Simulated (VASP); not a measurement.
A run of VASP 6.6.1 is set up as follows.

File INCAR:

```
SYSTEM = MgO
ALGO = Normal
EDIFF = 1E-6
ENCUT = 520
GGA = PS
ISIF = 2
ISMEAR = 0
LASPH = .TRUE.
LCHARG = .TRUE.
LELF = .TRUE.
LREAL = .FALSE.
LVHAR = .TRUE.
LWAVE = .FALSE.
NBANDS = 16
NELM = 100
PREC = Accurate
SIGMA = 0.05
```

KPOINTS

```
k-points
0
G
  9 9 6
  0 0 0
```

File POSCAR:

```
MgO
1.0
    3.2605657016      0.0000000000      0.0000000000
   -1.6302828508      2.8237327283      0.0000000000
    0.0000000000      0.0000000000      5.1523459217
Mg O
2 2
Direct
    0.3333333333      0.6666666667      0.0390610606
    0.6666666667      0.3333333333      0.5390610606
    0.3333333333      0.6666666667      0.4009416620
    0.6666666667      0.3333333333      0.9009416620
```

Potentials or basis: VASP PAW PBE potentials, release 64 (Mg, O).

The run is started by

```bash
$ cat potpaw_PBE.64/Mg/POTCAR potpaw_PBE.64/O/POTCAR > POTCAR
$ mpirun -np 1 vasp_std > vasp.out
```

Q: What does it give for the largest force?

A: 1.371 eV/Å.

Q: Predict the pressure.

A: 1.9 GPa.

Q: What does it give for the band gap on the k mesh?

A: 3.62 eV, direct.

Forces in eV/Å, atoms in the order of the input:
```
Mg   0.000  0.000 -1.371
Mg   0.000  0.000 -1.371
O    0.000  0.000  1.371
O    0.000  0.000  1.371
```

Caveat: the PAW data sets were made with another functional, which shifts forces and pressure a little. A k mesh can miss the band edges.
